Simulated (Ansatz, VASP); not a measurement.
# TaSi in VASP and in Ansatz

```xyz
2
Lattice="0.0000 2.4295 2.4295 2.4295 0.0000 2.4295 2.4295 2.4295 0.0000" Properties=species:S:1:pos:R:3 pbc="T T T"
Ta    0.0000    0.0000    0.0000
Si    2.4295    2.4295    2.4295
```

Change from the starting cell: volume scaled by 0.84, LAPW.

Alike in both runs: task single point; functional PBE; k mesh 14 × 14 × 14; occupations fermi-dirac, width 0.05 eV; no spin polarisation.

|  | VASP | Ansatz |
| --- | --- | --- |
| version | VASP 6.6.1 | Ansatz 0.2.0 |
| potentials or method | VASP PAW PBE potentials, release 64 (Ta_pv, Si), cutoff 520 eV | all-electron LAPW, scalar-relativistic |

Ansatz gave:

| Quantity | Value |
| --- | --- |
| pressure (GPa) | 39.2 |

**Question.** What did VASP give for the same quantities?

**Answer.** Pressure (GPa): 40.1.

Both programs put the cell under a high pressure, so it lies far from rest at this level. Ansatz ran all-electron here, and VASP with PAW potentials.

Neither program's run includes spin-orbit coupling.
